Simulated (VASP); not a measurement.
A run of VASP 6.6.1 is set up as follows.

Contents of INCAR:

```
SYSTEM = Ta4C3
  PREC = Accurate
  ENCUT = 520
  EDIFF = 1E-6
  ISMEAR = 0
  SIGMA = 0.15
  LREAL = .FALSE.
  LASPH = .TRUE.
  NELM = 100
  ALGO = Normal
  ISIF = 2
  LWAVE = .FALSE.
  LCHARG = .FALSE.
  GGA = PS
  NBANDS = 37
```

KPOINTS

```
Automatic mesh
0
G
  10 10 10
  0 0 0
```

POSCAR

```
Ta4C3
1.0
    4.4026021986      0.0000000000     -0.0880520440
    0.0000000000      4.4026021986      0.0000000000
   -0.0880520440      0.0000000000      4.4026021986
Ta C
4 3
Direct
    0.0000000000      0.5000000000      0.5000000000
    0.5000000000      0.0000000000      0.5000000000
    0.5000000000      0.5000000000      0.0000000000
    0.0000000000      0.0000000000      0.0000000000
    0.5000000000      0.0000000000      0.0000000000
    0.0000000000      0.5000000000      0.0000000000
    0.0000000000      0.0000000000      0.5000000000
```

Potentials or basis: VASP PAW PBE potentials, release 64 (Ta_pv, C).

Launch:

```sh
$ cat potpaw_PBE.64/Ta_pv/POTCAR potpaw_PBE.64/C/POTCAR > POTCAR
$ mpirun -np 1 vasp_std > vasp.out
```

**Question.** Estimate the pressure.

**Answer.** 0.9 GPa.

**Question.** Predict the band gap on the k mesh.

**Answer.** Zero (bands 28 and 29 overlap by 1.00 eV).

Stress tensor (GPa, compression positive):
```
0.86 0.00 4.77
0.00 1.00 0.00
4.77 0.00 0.86
```

Caveat: the cell differs from its parent crystal (strain -0.0400 x Voigt [0, 0, 0, 0, 1, 0]); the PAW data sets were made with another functional, which shifts forces and pressure a little; spin-orbit coupling is left out, which moves the levels of the heavy elements.
